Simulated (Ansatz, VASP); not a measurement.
**Two plane-wave programs on SrTe**

```
Sr Te
1.0
     0.00000    3.31000    3.31000
     3.31000    0.00000    3.31000
     3.31000    3.31000    0.00000
Sr Te
1 1
Cartesian
  0.0000 0.0000 0.0000
  3.3100 3.3100 3.3100
```

Alike in both runs: task relaxation of cell and atoms; functional LDA; k mesh 8 × 8 × 8; occupations gaussian, width 0.02 eV; no spin polarisation.

```csv
,VASP,Ansatz
version,VASP 6.6.1,Ansatz 0.2.0
potentials or method,"VASP PAW LDA potentials, release 64 (Sr_sv, Te), cutoff 500 eV","scalar-relativistic, plane waves, PAW"
valence electrons in the cell,16,26
```

```csv
,VASP,Ansatz,Ansatz less VASP
"gap on the k mesh at the Fermi level, each at its own relaxed structure (eV)",1.42,1.44,+0.027
relaxed volume (Å³/atom),34.89,34.76,-0.134
relaxed length of the cell vector where the two differ most in proportion (Å),4.621,4.615,-0.0059
```

Ansatz warns that its potentials were made for another functional, while VASP's fit it. LDA's correlation is that of Perdew and Zunger in VASP and of Perdew and Wang (1992) in Ansatz. VASP's potentials hold 16 valence electrons a cell and Ansatz's 26, so a difference there can come from the potentials and not from the codes.

Neither program's run includes spin-orbit coupling.
